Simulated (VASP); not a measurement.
Here is a VASP 6.6.1 calculation.

File INCAR:

```
SYSTEM = Au
ALGO = Normal
EDIFF = 1E-6
ENCUT = 520
GGA = PS
ISIF = 2
ISMEAR = 0
LASPH = .True.
LCHARG = .True.
LELF = .True.
LREAL = .False.
LVHAR = .True.
LWAVE = .False.
NBANDS = 12
NELM = 100
PREC = Accurate
SIGMA = 0.15
```

The input KPOINTS:

```
k-points
0
Gamma
  20 20 20
  0 0 0
```

File POSCAR:

```
Au
1.0
   -1.5744055500      1.5744055500      1.5744055500
    1.5744055500     -1.5744055500      1.5744055500
    1.5744055500      1.5744055500     -1.5744055500
Au
1
Direct
    0.0000000000      0.0000000000      0.0000000000
```

Potentials or basis: VASP PAW PBE potentials, release 64 (Au).

Launch:

```sh
$ cat potpaw_PBE.64/Au/POTCAR > POTCAR
$ mpirun -np 1 vasp_std > vasp.out
```

Estimate the pressure.

19.3 GPa.

What does it give for the band gap on the k mesh?

Zero (an odd number of electrons rules out a gap without spin polarisation).

Caveat: the cell differs from its parent crystal (strain -0.050 along x and y, -0.050 along z); the cell stands under pressure; the PAW data sets were made with another functional, which shifts forces and pressure a little; spin-orbit coupling is left out, which moves the levels of the heavy elements.
